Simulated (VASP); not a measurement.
## BaTiO3: relaxation of cell and atoms with PBE+D3(BJ)

The system is BaTiO3.

```
Ba Ti O
1.0
     3.97239    0.00000    0.00000
     0.00000    2.89056    2.91590
     0.00000   -2.89056    2.91590
Ba Ti O
1 1 3
Cartesian
  0.0000 0.0000 0.0676
  1.9862 0.0000 3.0781
  0.0000 0.0000 2.8418
  1.9862 -1.3967 4.2850
  1.9862 1.3967 4.2850
```

```yaml
Program: VASP 6.6.1
Task: relaxation of cell and atoms
Functional: PBE
Dispersion: D3(BJ)
Potentials_or_basis: VASP PAW PBE potentials, release 64 (Ba_sv, Ti_sv, O)
Cutoff: 600 eV
k_mesh: 8 × 8 × 8
Occupations: gaussian, width 0.02 eV
Spin: no spin polarisation
Dipole_correction: no
Further_INCAR_settings: ALGO = Normal; EDIFF = 1e-07; IBRION = 2; EDIFFG = -0.005; NSW = 70; ISIF = 3
```

```
Relaxed volume                        : 13.10 Å³/atom
Relaxed cell                          : a = 3.976 Å, b = 4.059 Å, c = 4.059 Å, α = 89.70°, β = 90.00°, γ = 90.00°
Space group after relaxing (to 0.1 Å) : Amm2 (No. 38)
Energy gained by relaxing             : 2.2 meV/atom
Ionic steps                           : 13
Pressure after relaxing               : 0.0 GPa
Largest force after relaxing          : 0.005 eV/Å
Band gap on the k mesh                : 2.19 eV (least direct gap 2.63 eV)
Dispersion energy per atom            : -0.259 eV
```

Forces in eV/Å, atoms in the order of the input:
```
Ba   0.000  0.000  0.004
Ti   0.000  0.000 -0.003
O    0.000  0.000  0.005
O    0.000  0.001 -0.003
O    0.000 -0.001 -0.003
```

Step by step:
```csv
step,energy change (eV),largest force (eV/Å),pressure (GPa),volume (Å³)
1,0.0000,0.0827,-1.68,66.96
2,-0.0036,0.2423,1.28,65.61
3,-0.0050,0.1878,0.22,66.07
4,-0.0079,0.0698,0.10,65.84
5,-0.0083,0.0739,0.06,65.72
6,-0.0100,0.0560,-0.04,65.65
7,-0.0106,0.0647,-0.11,65.59
8,-0.0109,0.0329,0.18,65.47
9,-0.0109,0.0288,0.22,65.45
10,-0.0110,0.0155,0.06,65.50
11,-0.0110,0.0133,0.00,65.51
12,-0.0111,0.0093,-0.01,65.52
13,-0.0111,0.0049,-0.03,65.52
```

Final structure:
```
Ba Ti O
1.0
     3.97601    0.00000    0.00000
     0.00000    2.86303    2.87786
     0.00000   -2.86303    2.87786
Ba Ti O
1 1 3
Direct
  0.00000 0.00755 0.00755
  0.50000 0.52311 0.52311
  0.00000 0.49017 0.49017
  0.50000 0.49386 0.98155
  0.50000 0.98155 0.49386
```

Levels at points of the mesh, in eV from the valence-band top:
```csv
k point,band 16,band 17,band 18,band 19,band 20,band 21,band 22,band 23,band 24
"(0.00, 0.00, 0.00)",-1.33,-1.11,-0.56,-0.52,-0.44,2.19,2.41,2.47,4.29
"(0.50, 0.00, 0.00)",-2.15,-1.67,-1.55,-1.20,-1.06,2.58,3.61,3.80,4.27
"(0.00, 0.50, 0.00)",-1.87,-1.84,-1.68,-0.96,-0.79,2.41,3.67,3.69,4.28
"(0.50, 0.50, 0.00)",-2.62,-1.71,-0.96,-0.93,-0.08,3.71,3.73,4.06,4.75
"(0.00, 0.50, 0.50)",-2.66,-1.63,-0.94,-0.86,-0.27,3.67,3.72,3.98,5.04
"(0.50, 0.50, 0.50)",-2.43,-2.40,-0.19,-0.02,0.00,4.18,4.22,4.34,6.38
```

It took 36 min on 1 thread of Intel Xeon 8259CL (shared host), peak memory 0.39 GiB.

Caveat: spin-orbit coupling is left out, which moves the levels of the heavy elements. A k mesh can miss the band edges.
